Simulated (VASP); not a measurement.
Crystal: MgS.

```
CELL_PARAMETERS angstrom
2.60165 2.60165 0.00000
-2.60165 2.60165 0.00000
0.00000 2.60165 2.60165
ATOMIC_POSITIONS crystal
Mg 0.00000 0.00000 0.00000
S 0.50000 0.50000 0.00000
```

| Property | Result |
| --- | --- |
| Program | VASP 6.6.1 |
| Task | relaxation of cell and atoms |
| Functional | LDA |
| Potentials or basis | VASP PAW LDA potentials, release 64 (Mg, S) |
| Cutoff | 600 eV |
| k mesh | 12 × 12 × 12 |
| Occupations | fermi-dirac, width 0.1 eV |
| Spin | no spin polarisation |

At the start: pressure -3.8 GPa; volume 17.61 Å³/atom.

Where does the relaxation end?

Over 3 steps the energy falls by 10.6 meV/atom and the volume is 16.76 Å³/atom (-4.8 %); space group Fm-3m (No. 225, to 0.05 Å).

Step by step:
| step | energy change (eV) | largest force (eV/Å) | pressure (GPa) | volume (Å³) |
| --- | --- | --- | --- | --- |
| 1 | 0.0000 | 0.0000 | -3.83 | 35.22 |
| 2 | -0.0200 | 0.0000 | 1.05 | 33.12 |
| 3 | -0.0212 | 0.0000 | 0.00 | 33.51 |

Final structure:
```
CELL_PARAMETERS angstrom
2.55891 2.55891 0.00000
-2.55891 2.55891 0.00000
0.00000 2.55891 2.55891
ATOMIC_POSITIONS crystal
Mg 0.00000 0.00000 0.00000
S 0.50000 0.50000 0.00000
```
